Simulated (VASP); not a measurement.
# Ge (Fd-3m) in VASP: a series of runs

Runs on Ge. Level: HSE06. Tasks: single point.

All numbers are computed with VASP 6.6.1; they aren't measurements. Logs are shortened: lines on timing, memory, paths and dates and some standing lists are left out, and cuts for length are marked.

**1. The cell of the first run**

The structure is cubic, space group Fd-3m (No. 227). The conventional cell has a = 5.682 Å, b = 5.682 Å, c = 5.682 Å, α = 90.00°, β = 90.00°, γ = 90.00°. Within 3.2 Å of Ge (site symmetry -43m) lie 4 Ge at 2.46 Å.

**2. Single point, HSE06**

File POSCAR:

```
Ge
1.0
    0.0000000000      2.8411804999      2.8411804999
    2.8411804999      0.0000000000      2.8411804999
    2.8411804999      2.8411804999      0.0000000000
Ge
2
Direct
    0.0000000000      0.0000000000      0.0000000000
    0.2500000000      0.2500000000      0.2500000000
```

File INCAR.step1:

```
SYSTEM = Ge
  ALGO = Normal
  EDIFF = 1E-5
  ENCUT = 520
  GGA = PE
  ISIF = 2
  ISMEAR = -1
  KPAR = 4
  LASPH = .TRUE.
  LCHARG = .FALSE.
  LREAL = .FALSE.
  LWAVE = .TRUE.
  NBANDS = 21
  NELM = 100
  PREC = Accurate
  SIGMA = 0.02
```

File INCAR.step2:

```
SYSTEM = Ge
  ALGO = Normal
  EDIFF = 1E-7
  ENCUT = 520
  GGA = PE
  HFSCREEN = 0.2079
  ISIF = 2
  ISMEAR = -1
  ISTART = 1
  KPAR = 4
  LASPH = .TRUE.
  LCHARG = .FALSE.
  LHFCALC = .TRUE.
  LREAL = .FALSE.
  LWAVE = .FALSE.
  NBANDS = 21
  NELM = 100
  PREC = Accurate
  PRECFOCK = Normal
  SIGMA = 0.02
```

File KPOINTS:

```
k-points
0
G
  6 6 6
  0 0 0
```

Potentials or basis: VASP PAW PBE potentials, release 64 (Ge_d).

Run with:

```sh
> cat potpaw_PBE.64/Ge_d/POTCAR > POTCAR
> cp INCAR.step1 INCAR
> mpirun -np 4 vasp_std > vasp.out
> cp INCAR.step2 INCAR
> mpirun -np 4 vasp_std > vasp.out
```

OUTCAR:

```text
SYSTEM = Ge
   EDIFF = 1E-7
   ENCUT = 520
   GGA = PE
   HFSCREEN = 0.2079
   ISIF = 2
   ISMEAR = -1
   ISTART = 1
   LASPH = .TRUE.
   LHFCALC = .TRUE.
   LREAL = .FALSE.
   NELM = 100
   PREC = Accurate
   PRECFOCK = Normal

 ion  position               nearest neighbor table
   1  0.000  0.000  0.000-   2 2.46   2 2.46   2 2.46   2 2.46
   2  0.250  0.250  0.250-   1 2.46   1 2.46   1 2.46   1 2.46

  LATTYP: Found a face centered cubic cell.
 ALAT       =     5.6823609998

  Lattice vectors:

 A1 = (   0.0000000000,   2.8411804999,   2.8411804999)
 A2 = (   2.8411804999,   0.0000000000,   2.8411804999)
 A3 = (   2.8411804999,   2.8411804999,   0.0000000000)

Analysis of symmetry for initial positions (statically):
=====================================================================
 Subroutine PRICEL returns:
 Original cell was already a primitive cell.

 Routine SETGRP: Setting up the symmetry group for a
 face centered cubic supercell.

 Subroutine GETGRP returns: Found 48 space group operations
 (whereof 24 operations were pure point group operations)
 out of a pool of 48 trial point group operations.

The static configuration has the point symmetry T_d .
 The point group associated with its full space group is O_h .

Analysis of symmetry for dynamics (positions and initial velocities):
=====================================================================
 Subroutine PRICEL returns:
 Original cell was already a primitive cell.

 Routine SETGRP: Setting up the symmetry group for a
 face centered cubic supercell.

 Subroutine GETGRP returns: Found 48 space group operations
 (whereof 24 operations were pure point group operations)
 out of a pool of 48 trial point group operations.

The dynamic configuration has the point symmetry T_d .
 The point group associated with its full space group is O_h .

 Subroutine INISYM returns: Found 48 space group operations
 (whereof 24 operations are pure point group operations),
 and found     1 'primitive' translations

----------------------------------------------------------------------------------------

                                     Primitive cell

  volume of cell :      45.8698

[... 79 lines left out ...]
   EDIFF  = 0.1E-06   stopping-criterion for ELM
   LREAL  =      F    real-space projection
   EDIFFG = 0.1E-05   stopping-criterion for IOM
   NSW    =      0    number of steps for IOM
   IBRION =     -1    ionic relax: 0-MD 1-quasi-New 2-CG
   NFREE  =      0    steps in history (QN), initial steepest desc. (CG)
   ISIF   =      2    stress and relaxation
   ISYM   =      3    0-nonsym 1-usesym 2-fastsym
   POTIM  = 0.5000    time-step for ionic-motion
   TEBEG  =    0.0;   TEEND  =   0.0 temperature during run
   PSTRESS=    0.0 pullay stress
   NELECT =      28.0000    total number of electrons
   NUPDOWN=      -1.0000    fix difference up-down
   EMIN   =  10.00;   EMAX   =-10.00  energy-range for DOS
   EFERMI =   0.00;   METHOD = LEGACY
   ISMEAR =    -1;   SIGMA  =   0.02  broadening in eV -4-tet -1-fermi 0-gaus
   EFERMI_NEDOS =   21; number of points for ismear=-14 and -15
   IALGO  =     38    algorithm
   IMIX   =      1    mixing-type and parameters
     AMIX     =   0.40;   BMIX     =  1.00
     AMIX_MAG =   1.60;   BMIX_MAG =  1.00
  volume/ion in A,a.u.               =      22.93       154.77
  Fermi-wavevector in a.u.,A,eV,Ry     =   1.388733  2.624324 26.239906  1.928579
  Thomas-Fermi vector in A             =   2.512831
   LORBIT       =      0    0 simple, 1 ext, 2 COOP (PROOUT), +10 PAW based schemes
   GGA     = PE    functional components
   LHFCALC =     T    Hartree Fock is set to
   PRECFOCK=normal    Normal, Fast or Accurate (Low or Medium for compatibility)
   ENCUT4O =  -1.0   cutoff for four orbital integrals eV
   NKREDX  =     1    reduce k-point grid by
   NKREDY  =     1    reduce k-point grid by
   NKREDZ  =     1    reduce k-point grid by
   AEXX    =    0.2500 exact exchange contribution
   HFSCREEN=    0.2079 screening length (either q_TF or 0.3 A-1)
   HFSCREENC=   0.2079 screening length for correlation (either q_TF or 0.3 A-1)
   ENCUTFOCK=  -1.0 apply spherical cutoff to Coloumb kernel
   IVDW    =     0    specifies the selected vdW correction
   LEPSILON=     F    determine dielectric tensor
   LRPA    =     F    only Hartree local field effects (RPA)
 non-spin polarized calculation
  energy-cutoff  :      520.00
  volume of cell :       45.87
 maximum number of plane-waves:      1258
 NGX is ok and might be reduce to    30
  NGX = 24; NGY = 24; NGZ = 24

 number of electron      28.0000011 magnetization

 Free energy of the ion-electron system (eV)
  ---------------------------------------------------
  ext. energy  EPLUGINS =         0.00000000
  ---------------------------------------------------
  free energy    TOTEN  =       -10.65289367 eV

  energy without entropy =      -10.65289367  energy(sigma->0) =      -10.65289367

 E-fermi :   4.9341     XC(G=0):  -8.1815

 val. band max:        4.5574706078   @ k =   0.0000   0.0000   0.0000
 cond. band min:       5.3040597840   @ k =   0.0000   0.0000   0.0000
 fundamental gap:      0.7465891763
 Fermi energy:         4.9340753923

 k-point     1 :       0.0000    0.0000    0.0000
  band No.  band energies     occupation
      1     -23.3869      2.00000
      2     -23.3869      2.00000
      3     -23.3869      2.00000
      4     -23.3505      2.00000
      5     -23.3505      2.00000
      6     -23.1497      2.00000
[... 373 lines left out ...]
     20      16.6759      0.00000
     21      18.5496      0.00000

------------------------ aborting loop because EDIFF is reached ----------------------------------------

  FORCE on cell =-STRESS in cart. coord.  units (eV):
  Direction    XX          YY          ZZ          XY          YZ          ZX
  --------------------------------------------------------------------------------------
  -------------------------------------------------------------------------------------
  Total       -0.0141862     -0.0141862     -0.0141862     -0.0000000      0.0000000      0.0000000
  in kB       -0.4955067     -0.4955067     -0.4955067     -0.0000000      0.0000000      0.0000000
  external PRESSURE =      -0.4955067 kB  Pullay stress =       0.0000000 kB

 VOLUME and BASIS-vectors are now :
 -----------------------------------------------------------------------------
  energy-cutoff  :      520.00
  volume of cell :       45.87
      direct lattice vectors                 reciprocal lattice vectors
     0.000000000  2.841180500  2.841180500    -0.175983187  0.175983187  0.175983187
     2.841180500  0.000000000  2.841180500     0.175983187 -0.175983187  0.175983187
     2.841180500  2.841180500  0.000000000     0.175983187  0.175983187 -0.175983187

 POSITION                                       TOTAL-FORCE (eV/Angst)
 -----------------------------------------------------------------------------------
      0.00000      0.00000      0.00000        -0.000000      0.000000      0.000000
      1.42059      1.42059      1.42059         0.000000     -0.000000     -0.000000
 -----------------------------------------------------------------------------------
    total drift:                               -0.000000     -0.000000     -0.000000

  FREE ENERGIE OF THE ION-ELECTRON SYSTEM (eV)
  ---------------------------------------------------
  free  energy   TOTEN  =       -10.6528936746 eV

  energy  without entropy=      -10.6528936744  energy(sigma->0) =      -10.65289367
```

Run time: 38 min. Hardware: 4 MPI ranks of Intel Xeon Platinum 8375C at 2.90GHz (Ice Lake), shared host; peak memory 0.27 GiB.

Results:

```
Free energy            : -10.6529 eV
Pressure               : 0.0 GPa
Band gap on the k mesh : 0.75 eV
```

Levels at points of the mesh, in eV from the valence-band top:
| k point | band 11 | band 12 | band 13 | band 14 | band 15 | band 16 | band 17 | band 18 |
| --- | --- | --- | --- | --- | --- | --- | --- | --- |
| (0.00, 0.00, 0.00) | -13.95 | 0.00 | 0.00 | 0.00 | 0.75 | 3.21 | 3.21 | 3.21 |
| (0.50, 0.00, 0.00) | -11.65 | -8.24 | -1.50 | -1.50 | 0.77 | 4.45 | 4.45 | 7.91 |
| (0.50, 0.50, 0.00) | -9.66 | -9.66 | -3.31 | -3.31 | 1.28 | 1.28 | 10.69 | 10.69 |

Caveat: the PAW data sets were made with another functional, which shifts forces and pressure a little. A k mesh can miss the band edges.

**3. Single point, HSE06**

This run uses another cell than the first one, of 22.83 Å³/atom.

File POSCAR:

```
Ge
1.0
    0.0000000000      2.8368735119      2.8368735119
    2.8368735119      0.0000000000      2.8368735119
    2.8368735119      2.8368735119      0.0000000000
Ge
2
Direct
    0.0000000000      0.0000000000      0.0000000000
    0.2500000000      0.2500000000      0.2500000000
```

File INCAR.step1:

```
SYSTEM = Ge
ALGO = Normal
EDIFF = 1E-5
ENCUT = 520
GGA = PE
ISIF = 2
ISMEAR = -1
KPAR = 4
LASPH = .TRUE.
LCHARG = .FALSE.
LREAL = .FALSE.
LWAVE = .TRUE.
NBANDS = 21
NELM = 80
PREC = Accurate
SIGMA = 0.02
```

File INCAR.step2:

```
SYSTEM = Ge
ALGO = Normal
EDIFF = 1E-7
ENCUT = 520
GGA = PE
HFSCREEN = 0.2079
ISIF = 2
ISMEAR = -1
ISTART = 1
KPAR = 4
LASPH = .TRUE.
LCHARG = .FALSE.
LHFCALC = .TRUE.
LREAL = .FALSE.
LWAVE = .FALSE.
NBANDS = 21
NELM = 80
PREC = Accurate
PRECFOCK = Normal
SIGMA = 0.02
```

KPOINTS is that of step 2.

Potentials or basis: VASP PAW PBE potentials, release 64 (Ge_d).

Run with:

```sh
> cat potpaw_PBE.64/Ge_d/POTCAR > POTCAR
> cp INCAR.step1 INCAR
> mpirun -np 4 vasp_std > vasp.out
> cp INCAR.step2 INCAR
> mpirun -np 4 vasp_std > vasp.out
```

OUTCAR:

```text
SYSTEM = Ge
   EDIFF = 1E-7
   ENCUT = 520
   GGA = PE
   HFSCREEN = 0.2079
   ISIF = 2
   ISMEAR = -1
   ISTART = 1
   LASPH = .TRUE.
   LHFCALC = .TRUE.
   LREAL = .FALSE.
   NELM = 80
   PREC = Accurate
   PRECFOCK = Normal

 ion  position               nearest neighbor table
   1  0.000  0.000  0.000-   2 2.46   2 2.46   2 2.46   2 2.46
   2  0.250  0.250  0.250-   1 2.46   1 2.46   1 2.46   1 2.46

  LATTYP: Found a face centered cubic cell.
 ALAT       =     5.6737470238

  Lattice vectors:

 A1 = (   0.0000000000,   2.8368735119,   2.8368735119)
 A2 = (   2.8368735119,   0.0000000000,   2.8368735119)
 A3 = (   2.8368735119,   2.8368735119,   0.0000000000)

Analysis of symmetry for initial positions (statically):
=====================================================================
 Subroutine PRICEL returns:
 Original cell was already a primitive cell.

 Routine SETGRP: Setting up the symmetry group for a
 face centered cubic supercell.

 Subroutine GETGRP returns: Found 48 space group operations
 (whereof 24 operations were pure point group operations)
[... 159 lines left out ...]
  ext. energy  EPLUGINS =         0.00000000
  ---------------------------------------------------
  free energy    TOTEN  =       -10.65269017 eV

  energy without entropy =      -10.65269017  energy(sigma->0) =      -10.65269017

 E-fermi :   4.9829     XC(G=0):  -8.1983

 val. band max:        4.6007391822   @ k =   0.0000   0.0000   0.0000
 cond. band min:       5.3843152013   @ k =   0.5000   0.0000   0.0000
 fundamental gap:      0.7835760191
 Fermi energy:         4.9828991344

 k-point     1 :       0.0000    0.0000    0.0000
  band No.  band energies     occupation
      1     -23.3481      2.00000
      2     -23.3481      2.00000
      3     -23.3481      2.00000
      4     -23.3114      2.00000
      5     -23.3114      2.00000
      6     -23.1082      2.00000
[... 373 lines left out ...]
     20      16.7575      0.00000
     21      18.6283      0.00000

------------------------ aborting loop because EDIFF is reached ----------------------------------------

  FORCE on cell =-STRESS in cart. coord.  units (eV):
  Direction    XX          YY          ZZ          XY          YZ          ZX
  --------------------------------------------------------------------------------------
  -------------------------------------------------------------------------------------
  Total        0.0803379      0.0803379      0.0803379     -0.0000000      0.0000000     -0.0000000
  in kB        2.8189108      2.8189108      2.8189108     -0.0000000      0.0000000     -0.0000000
  external PRESSURE =       2.8189108 kB  Pullay stress =       0.0000000 kB

 VOLUME and BASIS-vectors are now :
 -----------------------------------------------------------------------------
  energy-cutoff  :      520.00
  volume of cell :       45.66
      direct lattice vectors                 reciprocal lattice vectors
     0.000000000  2.836873512  2.836873512    -0.176250368  0.176250368  0.176250368
     2.836873512  0.000000000  2.836873512     0.176250368 -0.176250368  0.176250368
     2.836873512  2.836873512  0.000000000     0.176250368  0.176250368 -0.176250368

 POSITION                                       TOTAL-FORCE (eV/Angst)
 -----------------------------------------------------------------------------------
      0.00000      0.00000      0.00000        -0.000000     -0.000000     -0.000000
      1.41844      1.41844      1.41844         0.000000      0.000000      0.000000
 -----------------------------------------------------------------------------------
    total drift:                               -0.000000      0.000000     -0.000000

  FREE ENERGIE OF THE ION-ELECTRON SYSTEM (eV)
  ---------------------------------------------------
  free  energy   TOTEN  =       -10.6526901708 eV

  energy  without entropy=      -10.6526901707  energy(sigma->0) =      -10.65269017
```

Wall time 48 min (4 MPI ranks of Intel Xeon Platinum 8175M at 2.50GHz (Skylake/Cascade Lake), shared host); peak memory 0.28 GiB.

Results:

```yaml
Free_energy: -10.6527 eV
Pressure: 0.3 GPa
Band_gap_on_the_k_mesh: 0.78 eV (least direct gap 0.79 eV)
```

Caveat: the PAW data sets were made with another functional, which shifts forces and pressure a little.
